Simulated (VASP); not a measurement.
Runs of VASP 6.6.1 on Lu. The structure is that of space group Fd-3m (No. 227), or close to it. The cells are those of the table. This isn't the form of Lu at room conditions, which is hcp.

```tsv
cell	k mesh	gap on the mesh (eV)	pressure (GPa)
a = 5.354 Å, angles 60.0°, 2 atoms	8 × 8 × 8	none	0.1
a = 5.425 Å, angles 60.0°, 2 atoms	8 × 8 × 8	none	(a)
a = 5.207 Å, angles 60.0°, 2 atoms	8 × 8 × 8	none	1.1
a = 5.354 Å, angles 60.0°, 2 atoms	12 × 12 × 12	none	(c)
a = 5.131 Å, angles 60.0°, 2 atoms	8 × 8 × 8	none	1.7
a = 5.282 Å, angles 60.0°, 2 atoms	8 × 8 × 8	none	0.6
a = 5.560 Å, angles 60.0°, 2 atoms	8 × 8 × 8	none	-1.2
a = 5.493 Å, angles 60.0°, 2 atoms	8 × 8 × 8	none	(b)
```

Alike in all rows: task single point; level RPBE; potentials or basis VASP PAW PBE potentials, release 64 (Lu); no spin polarisation; cutoff (eV) 520; smearing fermi-dirac 0.1 eV.

Fill in the values left out.

(a) -0.5; (b) -0.8; (c) 0.0.

Caveats: the PAW data sets were made with another functional, which shifts forces and pressure a little; spin-orbit coupling is left out, which moves the levels of the heavy elements.

A k mesh can miss the band edges, and the runs leave out spin-orbit coupling on Lu.

A gap of «none» marks levels without a gap at the run's occupations.
